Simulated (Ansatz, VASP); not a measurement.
# Two plane-wave programs on Gd

```
CELL_PARAMETERS angstrom
3.64000 0.00000 0.00000
-1.82000 3.15233 0.00000
0.00000 0.00000 5.78032
ATOMIC_POSITIONS crystal
Gd 0.33333 0.66667 0.75000
Gd 0.66667 0.33333 0.25000
```

Alike in both runs: task relaxation of cell and atoms; functional PBE; k mesh 6 × 6 × 4; occupations gaussian, width 0.05 eV; collinear spin.

```csv
,VASP,Ansatz
version,VASP 6.6.1,Ansatz 0.2.0
potentials or method,"VASP PAW PBE potentials, release 64 (Gd), cutoff 600 eV","scalar-relativistic, plane waves, PAW"
valence electrons in the cell,36,36
```

|  | VASP | Ansatz | Ansatz less VASP |
| --- | --- | --- | --- |
| gap on the k mesh at the Fermi level, each at its own relaxed structure (eV) | none | none | - |
| net moment per atom (μB) | 7.70 | 7.70 | 0.000 |
| size of the moment on the site where the two differ most (μB) | 7.02 | 7.39 | +0.376 |
| relaxed volume (Å³/atom) | 33.51 | 33.52 | +0.011 |
| relaxed length of the cell vector where the two differ most in proportion (Å) | 5.821 | 5.818 | -0.0030 |

Site moments also hang on the region over which each program counts them. A gap of «none» marks a metal or a gap that the smearing closes.

Spin-orbit coupling is off throughout.
